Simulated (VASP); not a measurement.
# I (Fmmm) in VASP: further runs

Aim: see how the results for I move with the level of theory and the settings. Levels: PBE, BLYP. Tasks: single point.

Everything below comes from runs of VASP 6.6.1. Logs are shortened: lines on timing, memory, paths and dates and some standing lists are left out, and cuts for length are marked.

## Step 1: The cell of the first run

It takes space group Fmmm (No. 69, orthorhombic). The conventional cell has a = 4.384 Å, b = 4.731 Å, c = 7.820 Å, α = 90.00°, β = 90.00°, γ = 90.00°. Within 4.2 Å of I (site symmetry mmm) lie 4 I at 3.23 Å.

## Step 2: Single point, PBE

Input file INCAR:

```
SYSTEM = I
PREC = Accurate ; ENCUT = 500
EDIFF = 1E-6 ; ISMEAR = 0
SIGMA = 0.1 ; LREAL = .False.
LASPH = .True. ; NELM = 120
ALGO = Normal ; ISIF = 2
LWAVE = .False. ; LCHARG = .True.
GGA = PE ; LELF = .True.
LVHAR = .True. ; ISYM = -1
NBANDS = 10 ; GGA_COMPAT = .False.
```

Input file KPOINTS:

```
explicit points
2
Reciprocal
  0.50000000   0.12500000   0.00000000 2
  0.50000000   0.37500000   0.00000000 2
```

Input file POSCAR:

```
I
1.0
    0.0000000000      2.3656004428      3.9098401324
    2.1922454667      0.0000000000      3.9098401324
    2.1922454667      2.3656004428      0.0000000000
I
1
Direct
    0.0000000000      0.0000000000      0.0000000000
```

Potentials or basis: VASP PAW PBE potentials, release 64 (I).

The run is started by

```
cat potpaw_PBE.64/I/POTCAR > POTCAR
mpirun -np 1 vasp_std > vasp.out
```

OUTCAR:

```text
SYSTEM = I
   PREC = Accurate
   ENCUT = 500
   EDIFF = 1E-6
   ISMEAR = 0
   LREAL = .False.
   LASPH = .True.
   NELM = 120
   ISIF = 2
   GGA = PE
   ISYM = -1

 ion  position               nearest neighbor table
   1  0.000  0.000  0.000-

IMPORTANT INFORMATION: All symmetrisations will be switched off!
NOSYMM: (Re-)initialisation of all symmetry stuff for point group C_1.

----------------------------------------------------------------------------------------

                                     Primitive cell

  volume of cell :      40.5527

  direct lattice vectors                    reciprocal lattice vectors
     0.000000000  2.365600443  3.909840132    -0.228076649  0.211362828  0.127882467
     2.192245467  0.000000000  3.909840132     0.228076649 -0.211362828  0.127882467
     2.192245467  2.365600443  0.000000000     0.228076649  0.211362828 -0.127882467

  length of vectors
     4.569782852  4.482498193  3.225214046     0.336224818  0.336224818  0.336224818

  position of ions in fractional coordinates (direct lattice)
     0.000000000  0.000000000  0.000000000

  ion indices of the primitive-cell ions
   primitive index   ion index
                 1           1

----------------------------------------------------------------------------------------

 KPOINTS: explicit points

Read explicit list of k-points.

 Found      2 k-points:

 Following reciprocal coordinates:
            Coordinates               Weight
  0.500000  0.125000  0.000000      0.500000
  0.500000  0.375000  0.000000      0.500000
   k-points           NKPTS =      2   k-points in BZ     NKDIM =      2   number of bands    NBANDS=     10
   number of dos      NEDOS =    301   number of ions     NIONS =      1
   total plane-waves  NPLWV =  31104
   dimension x,y,z NGX =    36 NGY =   36 NGZ =   24
   dimension x,y,z NGXF=    72 NGYF=   72 NGZF=   48
   ions per type =               1
   NGX,Y,Z   is equivalent  to a cutoff of  13.10, 13.35, 12.37 a.u.
   NGXF,Y,Z  is equivalent  to a cutoff of  26.19, 26.70, 24.74 a.u.
 SYSTEM =  I
   PREC   = accura    normal or accurate (medium, high low for compatibility)
   ISTART =      0    job   : 0-new  1-cont  2-samecut
   ICHARG =      2    charge: 1-file 2-atom 10-const
   ISPIN  =      1    spin polarized calculation?
   LNONCOLLINEAR =      F non collinear calculations
   LSORBIT =      F    spin-orbit coupling
   LASPH  =      T    aspherical Exc in radial PAW
   ENCUT  =  500.0 eV  36.75 Ry    6.06 a.u.   8.33  8.17  5.88*2*pi/ulx,y,z
   NELM   =    120;   NELMIN=  2; NELMDL= -5     # of ELM steps
   EDIFF  = 0.1E-05   stopping-criterion for ELM
   LREAL  =      F    real-space projection
   EDIFFG = 0.1E-04   stopping-criterion for IOM
   NSW    =      0    number of steps for IOM
   IBRION =     -1    ionic relax: 0-MD 1-quasi-New 2-CG
   NFREE  =      0    steps in history (QN), initial steepest desc. (CG)
   ISIF   =      2    stress and relaxation
   ISYM   =     -1    0-nonsym 1-usesym 2-fastsym
   POTIM  = 0.5000    time-step for ionic-motion
   TEBEG  =    0.0;   TEEND  =   0.0 temperature during run
   PSTRESS=    0.0 pullay stress
   NELECT =       7.0000    total number of electrons
   NUPDOWN=      -1.0000    fix difference up-down
   EMIN   =  10.00;   EMAX   =-10.00  energy-range for DOS
   EFERMI =   0.00;   METHOD = LEGACY
   ISMEAR =     0;   SIGMA  =   0.10  broadening in eV -4-tet -1-fermi 0-gaus
   EFERMI_NEDOS =   21; number of points for ismear=-14 and -15
   IALGO  =     38    algorithm
   IMIX   =      4    mixing-type and parameters
     AMIX     =   0.40;   BMIX     =  1.00
     AMIX_MAG =   1.60;   BMIX_MAG =  1.00
  volume/ion in A,a.u.               =      40.55       273.66
  Fermi-wavevector in a.u.,A,eV,Ry     =   0.911523  1.722529 11.304731  0.830874
  Thomas-Fermi vector in A             =   2.035812
   LORBIT       =      0    0 simple, 1 ext, 2 COOP (PROOUT), +10 PAW based schemes
   GGA     = PE    functional components
   LHFCALC =     F    Hartree Fock is set to
   AEXX    =    0.0000 exact exchange contribution
   IVDW    =     0    specifies the selected vdW correction
   LEPSILON=     F    determine dielectric tensor
   LRPA    =     F    only Hartree local field effects (RPA)
 non-spin polarized calculation
 Gauss-broadening in eV      SIGMA  =   0.10
  energy-cutoff  :      500.00
  volume of cell :       40.55
 maximum number of plane-waves:      1027
 NGX is ok and might be reduce to    32
   NGX = 17   NGY = 17   NGZ = 11

 number of electron       7.0000000 magnetization

 Free energy of the ion-electron system (eV)
  ---------------------------------------------------
  ext. energy  EPLUGINS =         0.00000000
  ---------------------------------------------------
  free energy    TOTEN  =        -0.37978400 eV

  energy without entropy =       -0.37978194  energy(sigma->0) =       -0.37978297

 E-fermi :   4.1667     XC(G=0):  -8.4219

 val. band max:        3.8470739261   @ k =   0.5000   0.3750   0.0000
 cond. band min:       4.4863998411   @ k =   0.5000   0.1250   0.0000
 fundamental gap:      0.6393259151
 Fermi energy:         4.1667368005

 k-point     1 :       0.5000    0.1250    0.0000
  band No.  band energies     occupation
      1      -9.5011      2.00000
      2      -1.0368      2.00000
      3       1.0206      2.00000
      4       4.4864      0.00001
      5       9.1211      0.00000
      6      11.9682      0.00000
      7      14.2230      0.00000
      8      15.3597      0.00000
      9      15.8977      0.00000
     10      17.0518      0.00000

 k-point     2 :       0.5000    0.3750    0.0000
  band No.  band energies     occupation
      1     -10.2921      2.00000
      2      -0.5442      2.00000
      3       2.7817      2.00000
      4       3.8471      1.99999
      5      10.6336      0.00000
      6      12.2637      0.00000
      7      13.0500      0.00000
      8      16.9341      0.00000
      9      18.0902      0.00000
     10      18.1724      0.00000

------------------------ aborting loop because EDIFF is reached ----------------------------------------

  FORCE on cell =-STRESS in cart. coord.  units (eV):
  Direction    XX          YY          ZZ          XY          YZ          ZX
  --------------------------------------------------------------------------------------
  -------------------------------------------------------------------------------------
  Total        2.7648301      0.9869868     -4.7240295     -2.7400662     -1.1963848      1.3058168
  in kB      109.2344086     38.9944107   -186.6395205   -108.2560213    -47.2674212     51.5909192
  external PRESSURE =     -12.8035671 kB  Pullay stress =       0.0000000 kB

 VOLUME and BASIS-vectors are now :
 -----------------------------------------------------------------------------
  energy-cutoff  :      500.00
  volume of cell :       40.55
      direct lattice vectors                 reciprocal lattice vectors
     0.000000000  2.365600443  3.909840132    -0.228076649  0.211362828  0.127882467
     2.192245467  0.000000000  3.909840132     0.228076649 -0.211362828  0.127882467
     2.192245467  2.365600443  0.000000000     0.228076649  0.211362828 -0.127882467

 POSITION                                       TOTAL-FORCE (eV/Angst)
 -----------------------------------------------------------------------------------
      0.00000      0.00000      0.00000        -0.000001      0.000007      0.000004
 -----------------------------------------------------------------------------------
    total drift:                               -0.000001      0.000007      0.000004

  FREE ENERGIE OF THE ION-ELECTRON SYSTEM (eV)
  ---------------------------------------------------
  free  energy   TOTEN  =        -0.3797840008 eV

  energy  without entropy=       -0.3797819420  energy(sigma->0) =       -0.37978297
```

Wall time 4.2 s (1 thread of Intel Xeon Platinum 8259CL at 2.50GHz (Skylake/Cascade Lake), shared host); peak memory 0.16 GiB.

What came out:

```yaml
Free_energy: -0.3798 eV
Pressure: -1.3 GPa
Band_gap_on_the_k_mesh: zero (an odd number of electrons rules out a gap without spin polarisation)
```

Stress tensor (GPa, compression positive):
```
 10.92 -10.83   5.16
-10.83   3.90  -4.73
  5.16  -4.73 -18.66
```

Caveat: spin-orbit coupling is left out, which moves the levels of the heavy elements; an odd number of electrons without spin polarisation forces a metal; a magnetic or distorted state may lie lower.

## Step 3: Single point, BLYP

Input file INCAR:

```
SYSTEM = I
  PREC = Accurate
  ENCUT = 500
  EDIFF = 1E-6
  ISMEAR = 0
  SIGMA = 0.1
  LREAL = .FALSE.
  LASPH = .TRUE.
  NELM = 120
  ALGO = Normal
  ISIF = 2
  LWAVE = .FALSE.
  LCHARG = .FALSE.
  GGA = B5
  ALDAX = 1.0
  AGGAX = 1.0
  AGGAC = 1.0
  ALDAC = 0.0
  ISYM = -1
  NBANDS = 10
  GGA_COMPAT = .FALSE.
```

Input file KPOINTS:

```
explicit points
64
Reciprocal
  0.06250000   0.06250000   0.06250000 1
  0.06250000   0.06250000   0.31250000 1
  0.06250000   0.06250000   0.56250000 1
  0.06250000   0.06250000   0.81250000 1
  0.06250000   0.31250000   0.06250000 1
  0.06250000   0.31250000   0.31250000 1
  0.06250000   0.31250000   0.56250000 1
  0.06250000   0.31250000   0.81250000 1
  0.06250000   0.56250000   0.06250000 1
  0.06250000   0.56250000   0.31250000 1
  0.06250000   0.56250000   0.56250000 1
  0.06250000   0.56250000   0.81250000 1
  0.06250000   0.81250000   0.06250000 1
  0.06250000   0.81250000   0.31250000 1
  0.06250000   0.81250000   0.56250000 1
  0.06250000   0.81250000   0.81250000 1
  0.31250000   0.06250000   0.06250000 1
  0.31250000   0.06250000   0.31250000 1
  0.31250000   0.06250000   0.56250000 1
  0.31250000   0.06250000   0.81250000 1
  0.31250000   0.31250000   0.06250000 1
  0.31250000   0.31250000   0.31250000 1
  0.31250000   0.31250000   0.56250000 1
  0.31250000   0.31250000   0.81250000 1
  0.31250000   0.56250000   0.06250000 1
  0.31250000   0.56250000   0.31250000 1
  0.31250000   0.56250000   0.56250000 1
  0.31250000   0.56250000   0.81250000 1
  0.31250000   0.81250000   0.06250000 1
  0.31250000   0.81250000   0.31250000 1
  0.31250000   0.81250000   0.56250000 1
  0.31250000   0.81250000   0.81250000 1
  0.56250000   0.06250000   0.06250000 1
  0.56250000   0.06250000   0.31250000 1
  0.56250000   0.06250000   0.56250000 1
  0.56250000   0.06250000   0.81250000 1
  0.56250000   0.31250000   0.06250000 1
  0.56250000   0.31250000   0.31250000 1
  0.56250000   0.31250000   0.56250000 1
  0.56250000   0.31250000   0.81250000 1
  0.56250000   0.56250000   0.06250000 1
  0.56250000   0.56250000   0.31250000 1
  0.56250000   0.56250000   0.56250000 1
  0.56250000   0.56250000   0.81250000 1
  0.56250000   0.81250000   0.06250000 1
  0.56250000   0.81250000   0.31250000 1
  0.56250000   0.81250000   0.56250000 1
  0.56250000   0.81250000   0.81250000 1
  0.81250000   0.06250000   0.06250000 1
  0.81250000   0.06250000   0.31250000 1
  0.81250000   0.06250000   0.56250000 1
  0.81250000   0.06250000   0.81250000 1
  0.81250000   0.31250000   0.06250000 1
  0.81250000   0.31250000   0.31250000 1
  0.81250000   0.31250000   0.56250000 1
  0.81250000   0.31250000   0.81250000 1
  0.81250000   0.56250000   0.06250000 1
  0.81250000   0.56250000   0.31250000 1
  0.81250000   0.56250000   0.56250000 1
  0.81250000   0.56250000   0.81250000 1
  0.81250000   0.81250000   0.06250000 1
  0.81250000   0.81250000   0.31250000 1
  0.81250000   0.81250000   0.56250000 1
  0.81250000   0.81250000   0.81250000 1
```

Changes to POSCAR since step 2:

```diff
@@ -8,2 +8,2 @@
 Direct
-    0.0000000000      0.0000000000      0.0000000000
+    0.9310000000      0.2460000000      0.9000000000
```

Potentials or basis: VASP PAW PBE potentials, release 64 (I).

The run is started by

```
cat potpaw_PBE.64/I/POTCAR > POTCAR
mpirun -np 1 vasp_std > vasp.out
```

It took 24 s on 1 thread of Intel Xeon Platinum 8259CL at 2.50GHz (Skylake/Cascade Lake), shared host; peak memory 0.18 GiB.

The run converged. Its results:

* Free energy: -1.1831 eV
* Pressure: 2.2 GPa
* Band gap on the k mesh: zero (an odd number of electrons rules out a gap without spin polarisation)

Stress tensor (GPa, compression positive):
```
2.58 1.12 0.00
1.12 1.92 0.00
0.00 0.00 2.23
```

Levels at points of the mesh, in eV from the Fermi level:
| k point | band 1 | band 2 | band 3 | band 4 | band 5 | band 6 | band 7 | band 8 | band 9 |
| --- | --- | --- | --- | --- | --- | --- | --- | --- | --- |
| (0.06, 0.06, 0.06) | -13.69 | -1.80 | 0.59 | 1.10 | 4.90 | 7.95 | 8.83 | 11.19 | 12.48 |

Caveat: the PAW data sets were made with another functional, which shifts forces and pressure a little; spin-orbit coupling is left out, which moves the levels of the heavy elements; an odd number of electrons without spin polarisation forces a metal; a magnetic or distorted state may lie lower.
